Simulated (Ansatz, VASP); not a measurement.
## Two plane-wave programs on MgSi

Contents of POSCAR:

```
MgSi
1.0
    2.8211421800      0.0000000000      0.0000000000
    0.0000000000      2.8211421800      0.0000000000
    0.0000000000      0.0000000000      4.1649784050
Mg Si
1 1
Direct
    0.0000000000      0.0000000000      0.0000000000
    0.5000000000      0.5000000000      0.5000000000
```

Contents of INCAR.step1:

```
SYSTEM = MgSi
  PREC = Accurate
  ENCUT = 520
  ISMEAR = 0
  SIGMA = 0.15
  LREAL = .FALSE.
  LASPH = .TRUE.
  NELM = 60
  NBANDS = 10
  GGA = PE
  ALGO = Normal
  EDIFF = 1E-4
  LWAVE = .TRUE.
  LCHARG = .FALSE.
```

File INCAR.step2:

```
SYSTEM = MgSi
  PREC = Accurate
  ENCUT = 520
  EDIFF = 1E-6
  ISMEAR = 0
  SIGMA = 0.15
  LREAL = .FALSE.
  LASPH = .TRUE.
  NELM = 60
  ALGO = Normal
  ISIF = 2
  LWAVE = .FALSE.
  LCHARG = .TRUE.
  METAGGA = R2SCAN
  LMIXTAU = .TRUE.
  LELF = .TRUE.
  LVHAR = .TRUE.
  NBANDS = 10
  ISTART = 1
```

The input KPOINTS:

```
regular mesh
0
G
  16 16 12
  0 0 0
```

Input for Ansatz:

```yaml
crystal:
  lattice:
    - [2.82114218, 0.0, 0.0]
    - [0.0, 2.82114218, 0.0]
    - [0.0, 0.0, 4.164978405]
  atoms:
    - { symbol: Mg, position: [0.0, 0.0, 0.0] }
    - { symbol: Si, position: [0.5, 0.5, 0.5] }
basis:
  ecutwfc: 500
kpoints:
  mp_grid: { grid: [16, 16, 12] }
hamiltonian:
  xc: r2scan
scf:
  occupations: { method: gaussian, width: 0.15 }
output:
  forces: true
  stress: true
  eigenvalues: true
```

Change from the starting cell: strain -0.030 along x and y, +0.015 along z, atoms carried along.

Alike in both runs: task single point; functional r2SCAN; k mesh 16 × 16 × 12; occupations gaussian, width 0.15 eV; no spin polarisation.

```csv
,VASP,Ansatz
version,VASP 6.6.1,Ansatz 0.2.0
potentials or method,"VASP PAW PBE potentials, release 64 (Mg, Si), cutoff 520 eV","scalar-relativistic, plane waves, PAW"
valence electrons in the cell,6,14
```

Ansatz gave:

```
gap on the k mesh at the Fermi level (eV)                     : none
pressure (GPa)                                                : 1.4
traceless stress, the component that is largest in VASP (GPa) : -3.07
```

**Question.** Estimate VASP's values.

**Answer.** gap on the k mesh at the Fermi level (eV): none; pressure (GPa): 1.1; traceless stress, the component that is largest in VASP (GPa): -3.12.

VASP's potentials were made for PBE, not for r2SCAN. A gap of «none» marks a metal or a gap that the smearing closes. With one functional, cell and mesh, what is left measures potentials, basis and numerics. VASP's potentials hold 6 valence electrons a cell and Ansatz's 14, so a difference there can come from the potentials and not from the codes.
